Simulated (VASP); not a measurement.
# B (C2/c) in VASP: notebook

B is run at these levels: PBE; tasks: single point.

Everything below comes from runs of VASP 6.6.1. Logs are shortened: lines on timing, memory, paths and dates and some standing lists are left out, and cuts for length are marked.

## 1. The cell of the first run

The structure is monoclinic, space group C2/c (No. 15). Conventional cell: a = 4.842 Å, b = 3.210 Å, c = 5.858 Å, α = 90.00°, β = 113.62°, γ = 90.00°. B (site symmetry 1) has 6 B at 1.72 to 1.93 Å within 2.3 Å. B (site symmetry 2) has 6 B at 1.72 to 1.93 Å within 2.3 Å.

## 2. Single point, PBE

INCAR

```
ALGO = Normal ; EDIFF = 1E-7
ENCUT = 520 ; GGA = PE
ISIF = 2 ; ISMEAR = 0
LASPH = T ; LCHARG = F
LREAL = F ; LWAVE = F
NBANDS = 18 ; NELM = 60
PREC = Accurate ; SIGMA = 0.1
```

KPOINTS

```
k-points
0
Gamma
  6 6 4
```

POSCAR

```
B
1.0
    2.4207530934     -1.6048040039      0.0000000000
    2.4207530934      1.6048040039      0.0000000000
   -2.3474188981      0.0000000000      5.3674727132
B
6
Direct
    0.7026459519      0.6797832531      0.5384600052
    0.2973540481      0.3202167469      0.4615399948
    0.2904661326      0.7095338674      0.2500000000
    0.6797832531      0.7026459519      0.0384600052
    0.3202167469      0.2973540481      0.9615399948
    0.7095338674      0.2904661326      0.7500000000
```

Potentials or basis: VASP PAW PBE potentials, release 64 (B).

On the command line:

```
> cat potpaw_PBE.64/B/POTCAR > POTCAR
> mpirun -np 1 vasp_std > vasp.out
```

OUTCAR:

```text
EDIFF = 1E-7
   ENCUT = 520
   GGA = PE
   ISIF = 2
   ISMEAR = 0
   LASPH = T
   LREAL = F
   NELM = 60
   PREC = Accurate

 ion  position               nearest neighbor table
   1  0.703  0.680  0.538-   3 1.72   2 1.72   2 1.75   6 1.80   2 1.88   6 1.93
   2  0.297  0.320  0.462-   6 1.72   1 1.72   1 1.75   3 1.80   1 1.88   3 1.93
   3  0.290  0.710  0.250-   1 1.72   5 1.72   2 1.80   4 1.80   2 1.93   4 1.93
   4  0.680  0.703  0.038-   6 1.72   5 1.72   5 1.75   3 1.80   5 1.88   3 1.93
   5  0.320  0.297  0.962-   3 1.72   4 1.72   4 1.75   6 1.80   4 1.88   6 1.93
   6  0.710  0.290  0.750-   2 1.72   4 1.72   5 1.80   1 1.80   5 1.93   1 1.93

  LATTYP: Found a base centered monoclinic cell.
 ALAT       =     4.8415061868
 B/A-ratio  =     0.6629358476
 C/A-ratio  =     1.2100241180
 COS(beta)  =    -0.4006969888

  Lattice vectors:

 A1 = (   2.4207530934,  -1.6048040039,   0.0000000000)
 A2 = (   2.4207530934,   1.6048040039,   0.0000000000)
 A3 = (  -2.3474188981,   0.0000000000,   5.3674727132)

Analysis of symmetry for initial positions (statically):
=====================================================================
 Subroutine PRICEL returns:
 Original cell was already a primitive cell.

 Routine SETGRP: Setting up the symmetry group for a
 base centered monoclinic supercell.

 Subroutine GETGRP returns: Found  4 space group operations
 (whereof  2 operations were pure point group operations)
 out of a pool of  4 trial point group operations.

The static configuration has the point symmetry S_2 .
 The point group associated with its full space group is C_2h.

Analysis of symmetry for dynamics (positions and initial velocities):
=====================================================================
 Subroutine PRICEL returns:
 Original cell was already a primitive cell.

 Routine SETGRP: Setting up the symmetry group for a
 base centered monoclinic supercell.

 Subroutine GETGRP returns: Found  4 space group operations
 (whereof  2 operations were pure point group operations)
 out of a pool of  4 trial point group operations.

The dynamic configuration has the point symmetry S_2 .
 The point group associated with its full space group is C_2h.

 Subroutine INISYM returns: Found  4 space group operations
 (whereof  2 operations are pure point group operations),
 and found     1 'primitive' translations

----------------------------------------------------------------------------------------

                                     Primitive cell

  volume of cell :      41.7035

  direct lattice vectors                    reciprocal lattice vectors
     2.420753093 -1.604804004  0.000000000     0.206547294 -0.311564527  0.090331716
     2.420753093  1.604804004  0.000000000     0.206547294  0.311564527  0.090331716
    -2.347418898  0.000000000  5.367472713     0.000000000  0.000000000  0.186307421

  length of vectors
     2.904383141  2.904383141  5.858339254     0.384569965  0.384569965  0.186307421

  position of ions in fractional coordinates (direct lattice)
     0.702645952  0.679783253  0.538460005
     0.297354048  0.320216747  0.461539995
     0.290466133  0.709533867  0.250000000
     0.679783253  0.702645952  0.038460005
     0.320216747  0.297354048  0.961539995
     0.709533867  0.290466133  0.750000000

  ion indices of the primitive-cell ions
   primitive index   ion index
                 1           1
                 2           2
                 3           3
                 4           4
                 5           5
                 6           6

----------------------------------------------------------------------------------------

 KPOINTS: k-points

Automatic generation of k-mesh.
 Grid dimensions read from file:
 generate k-points for:    6    6    4

 Generating k-lattice:

  Cartesian coordinates                     Fractional coordinates (reciprocal lattice)
     0.034424549 -0.051927421  0.015055286     0.166666667  0.000000000 -0.000000000
     0.034424549  0.051927421  0.015055286     0.000000000  0.166666667 -0.000000000
     0.000000000  0.000000000  0.046576855     0.000000000  0.000000000  0.250000000

  Length of vectors
     0.064094994  0.064094994  0.046576855

  Shift w.r.t. Gamma in fractional coordinates (k-lattice)
     0.000000000  0.000000000  0.000000000

 Subroutine IBZKPT returns following result:
 ===========================================

 Found     47 irreducible k-points:

 Following reciprocal coordinates:
            Coordinates               Weight
  0.000000  0.000000  0.000000      1.000000
  0.166667 -0.000000  0.000000      4.000000
  0.333333  0.000000  0.000000      4.000000
  0.500000  0.000000 -0.000000      2.000000
  0.166667  0.166667  0.000000      2.000000
  0.333333  0.166667  0.000000      4.000000
[... 16 lines left out ...]
 -0.333333  0.166667  0.250000      4.000000
 -0.166667  0.166667  0.250000      4.000000
 [... further k-points ...]
   k-points           NKPTS =     47   k-points in BZ     NKDIM =     47   number of bands    NBANDS=     18
   number of dos      NEDOS =    301   number of ions     NIONS =      6
   total plane-waves  NPLWV =  27648
   dimension x,y,z NGX =    24 NGY =   24 NGZ =   48
   dimension x,y,z NGXF=    48 NGYF=   48 NGZF=   96
   ions per type =               6
   NGX,Y,Z   is equivalent  to a cutoff of  13.74, 13.74, 13.62 a.u.
   NGXF,Y,Z  is equivalent  to a cutoff of  27.48, 27.48, 27.24 a.u.
 SYSTEM =  unknown system
   PREC   = accura    normal or accurate (medium, high low for compatibility)
   ISTART =      0    job   : 0-new  1-cont  2-samecut
   ICHARG =      2    charge: 1-file 2-atom 10-const
   ISPIN  =      1    spin polarized calculation?
   LNONCOLLINEAR =      F non collinear calculations
   LSORBIT =      F    spin-orbit coupling
   LASPH  =      T    aspherical Exc in radial PAW
   ENCUT  =  520.0 eV  38.22 Ry    6.18 a.u.   5.40  5.40 10.89*2*pi/ulx,y,z
   NELM   =     60;   NELMIN=  2; NELMDL= -5     # of ELM steps
   EDIFF  = 0.1E-06   stopping-criterion for ELM
   LREAL  =      F    real-space projection
   EDIFFG = 0.1E-05   stopping-criterion for IOM
   NSW    =      0    number of steps for IOM
   IBRION =     -1    ionic relax: 0-MD 1-quasi-New 2-CG
   NFREE  =      0    steps in history (QN), initial steepest desc. (CG)
   ISIF   =      2    stress and relaxation
   ISYM   =      2    0-nonsym 1-usesym 2-fastsym
   POTIM  = 0.5000    time-step for ionic-motion
   TEBEG  =    0.0;   TEEND  =   0.0 temperature during run
   PSTRESS=    0.0 pullay stress
   NELECT =      18.0000    total number of electrons
   NUPDOWN=      -1.0000    fix difference up-down
   EMIN   =  10.00;   EMAX   =-10.00  energy-range for DOS
   EFERMI =   0.00;   METHOD = LEGACY
   ISMEAR =     0;   SIGMA  =   0.10  broadening in eV -4-tet -1-fermi 0-gaus
   EFERMI_NEDOS =   21; number of points for ismear=-14 and -15
   IALGO  =     38    algorithm
   IMIX   =      4    mixing-type and parameters
     AMIX     =   0.40;   BMIX     =  1.00
     AMIX_MAG =   1.60;   BMIX_MAG =  1.00
  volume/ion in A,a.u.               =       6.95        46.90
  Fermi-wavevector in a.u.,A,eV,Ry     =   1.237205  2.337978 20.826103  1.530675
  Thomas-Fermi vector in A             =   2.371781
   LORBIT       =      0    0 simple, 1 ext, 2 COOP (PROOUT), +10 PAW based schemes
   GGA     = PE    functional components
   LHFCALC =     F    Hartree Fock is set to
   AEXX    =    0.0000 exact exchange contribution
   IVDW    =     0    specifies the selected vdW correction
   LEPSILON=     F    determine dielectric tensor
   LRPA    =     F    only Hartree local field effects (RPA)
 non-spin polarized calculation
 Gauss-broadening in eV      SIGMA  =   0.10
  energy-cutoff  :      520.00
  volume of cell :       41.70
 maximum number of plane-waves:      1138
 NGX is ok and might be reduce to    24
   NGX = 11   NGY = 11   NGZ = 21

 number of electron      18.0000000 magnetization

 Free energy of the ion-electron system (eV)
  ---------------------------------------------------
  ext. energy  EPLUGINS =         0.00000000
  ---------------------------------------------------
  free energy    TOTEN  =       -38.51306310 eV

  energy without entropy =      -38.50770454  energy(sigma->0) =      -38.51038382

 E-fermi :   6.3023     XC(G=0): -11.9566

 val. band max:        6.2580382824   @ k =   0.0000   0.0000   0.0000
 cond. band min:       6.3387202892   @ k =  -0.1667  -0.3333   0.2500
 fundamental gap:      0.0806820068
 Fermi energy:         6.3023072429

 k-point     1 :       0.0000    0.0000    0.0000
  band No.  band energies     occupation
      1      -9.1805      2.00000
      2      -5.8841      2.00000
      3      -4.4647      2.00000
      4       3.3469      2.00000
      5       4.0855      2.00000
      6       4.7978      2.00000
[... 10 lines left out ...]
     17      14.4726      0.00000
     18      15.0468      0.00000

 k-point     2 :       0.1667   -0.0000    0.0000
  band No.  band energies     occupation
      1      -8.7123      2.00000
      2      -5.6884      2.00000
      3      -3.7790      2.00000
      4       2.0849      2.00000
      5       2.9238      2.00000
      6       3.9273      2.00000
[... 10 lines left out ...]
     17      15.2486      0.00000
     18      16.0029      0.00000

 k-point     3 :       0.3333    0.0000    0.0000
  band No.  band energies     occupation
      1      -7.3421      2.00000
      2      -4.9304      2.00000
      3      -2.2283      2.00000
      4      -1.2351      2.00000
      5       0.1730      2.00000
      6       3.1348      2.00000
[... 10 lines left out ...]
     17      17.5795      0.00000
     18      18.4679      0.00000

 k-point     4 :       0.5000    0.0000   -0.0000
  band No.  band energies     occupation
      1      -5.6992      2.00000
      2      -4.5930      2.00000
      3      -3.1356      2.00000
      4      -2.2724      2.00000
      5       0.9660      2.00000
      6       1.1233      2.00000
[... 10 lines left out ...]
     17      17.5477      0.00000
     18      18.6163      0.00000

 k-point     5 :       0.1667    0.1667    0.0000
  band No.  band energies     occupation
      1      -8.5358      2.00000
      2      -5.9830      2.00000
      3      -3.1582      2.00000
      4       2.4337      2.00000
      5       2.4953      2.00000
      6       3.9260      2.00000
[... 10 lines left out ...]
     17      15.3658      0.00000
     18      16.6446      0.00000

 k-point     6 :       0.3333    0.1667    0.0000
  band No.  band energies     occupation
      1      -7.4399      2.00000
      2      -5.4918      2.00000
      3      -1.7253      2.00000
      4      -0.1405      2.00000
      5       1.4124      2.00000
      6       1.9445      2.00000
[... 307 lines left out ...]
 k-point    21 :       0.3333    0.1667    0.2500
  band No.  band energies     occupation
      1      -6.7569      2.00000
      2      -6.6413      2.00000
      3      -0.5307      2.00000
      4       0.4077      2.00000
      5       0.5709      2.00000
      6       2.3949      2.00000
[... 10 lines left out ...]
     17      17.4083      0.00000
     18      18.1021      0.00000

 k-point    22 :       0.5000    0.1667    0.2500
  band No.  band energies     occupation
      1      -5.4078      2.00000
      2      -4.7534      2.00000
      3      -3.1265      2.00000
      4      -1.0984      2.00000
      5       0.6678      2.00000
      6       1.8962      2.00000
[... 10 lines left out ...]
     17      18.2277      0.00000
     18      18.8650      0.00000

 k-point    23 :      -0.3333    0.1667    0.2500
  band No.  band energies     occupation
      1      -6.2926      2.00000
      2      -4.1472      2.00000
      3      -2.3541      2.00000
      4      -1.4065      2.00000
      5      -0.0550      2.00000
      6       0.8201      2.00000
[... 10 lines left out ...]
     17      18.1710      0.00000
     18      19.4498      0.00000

 k-point    24 :      -0.1667    0.1667    0.2500
  band No.  band energies     occupation
      1      -7.7218      2.00000
      2      -5.8693      2.00000
      3      -1.8527      2.00000
      4       0.8222      2.00000
      5       1.0474      2.00000
      6       2.0235      2.00000
[... 10 lines left out ...]
     17      17.3106      0.00000
     18      17.8833      0.00000

 [... further k-points ...]

------------------------ aborting loop because EDIFF is reached ----------------------------------------

  FORCE on cell =-STRESS in cart. coord.  units (eV):
  Direction    XX          YY          ZZ          XY          YZ          ZX
  --------------------------------------------------------------------------------------
  -------------------------------------------------------------------------------------
  Total        0.0168387      0.4472042      0.7554522      0.0000000      0.0000000      0.2966521
  in kB        0.6469163     17.1808302     29.0231951      0.0000000      0.0000000     11.3968711
  external PRESSURE =      15.6169805 kB  Pullay stress =       0.0000000 kB

 VOLUME and BASIS-vectors are now :
 -----------------------------------------------------------------------------
  energy-cutoff  :      520.00
  volume of cell :       41.70
      direct lattice vectors                 reciprocal lattice vectors
     2.420753093 -1.604804004  0.000000000     0.206547294 -0.311564527  0.090331716
     2.420753093  1.604804004  0.000000000     0.206547294  0.311564527  0.090331716
    -2.347418898  0.000000000  5.367472713     0.000000000  0.000000000  0.186307421

 POSITION                                       TOTAL-FORCE (eV/Angst)
 -----------------------------------------------------------------------------------
      2.08253     -0.03669      2.89017         0.077695     -0.085578      0.015615
      0.41156      0.03669      2.47730        -0.077695      0.085578     -0.015615
      1.83390      0.67252      1.34187        -0.000000      0.007338      0.000000
      3.25624      0.03669      0.20643         0.077695      0.085578      0.015615
     -0.76215     -0.03669      5.16104        -0.077695     -0.085578     -0.015615
      0.66019     -0.67252      4.02560        -0.000000     -0.007338      0.000000
 -----------------------------------------------------------------------------------
    total drift:                                0.000000     -0.000000     -0.000000

  FREE ENERGIE OF THE ION-ELECTRON SYSTEM (eV)
  ---------------------------------------------------
  free  energy   TOTEN  =       -38.5130631019 eV

  energy  without entropy=      -38.5077045390  energy(sigma->0) =      -38.51038382
```

It took 21 s on 1 thread of AMD EPYC 9R45 (Zen 5), shared host; peak memory 0.14 GiB.

What came out:

```
Free energy            : -38.5131 eV
Pressure               : 1.6 GPa
Largest force          : 0.117 eV/Å
Band gap on the k mesh : zero (bands 9 and 10 overlap by 3.98 eV)
```

Forces in eV/Å, atoms in the order of the input:
```
B    0.078 -0.086  0.016
B   -0.078  0.086 -0.016
B    0.000  0.007  0.000
B    0.078  0.086  0.016
B   -0.078 -0.086 -0.016
B    0.000 -0.007  0.000
```

Levels at points of the mesh, in eV from the Fermi level:
| k point | band 6 | band 7 | band 8 | band 9 | band 10 | band 11 | band 12 | band 13 |
| --- | --- | --- | --- | --- | --- | --- | --- | --- |
| (0.00, 0.00, 0.00) | -1.50 | -0.15 | -0.04 | 1.17 | 1.95 | 3.64 | 5.93 | 6.16 |
| (0.50, 0.00, 0.00) | -5.18 | -3.54 | -1.55 | -1.41 | 1.14 | 3.50 | 5.31 | 6.02 |
| (0.50, 0.50, 0.00) | -4.55 | -4.36 | -2.72 | -1.58 | -1.30 | 0.87 | 4.00 | 4.95 |
| (0.00, 0.00, 0.50) | -1.82 | -0.34 | -0.34 | 2.08 | 2.08 | 5.07 | 5.07 | 6.19 |
| (0.50, 0.00, 0.50) | -4.76 | -3.36 | -2.52 | -1.02 | 1.95 | 2.58 | 4.47 | 5.75 |
| (0.50, 0.50, 0.50) | -5.93 | -3.64 | -3.64 | -1.90 | -1.90 | 4.14 | 4.14 | 7.71 |

Caveat: the k points lie up to 0.40 Å⁻¹ apart, too coarse for converged energies and pressures of a metal.

[end of part 1 of 2]
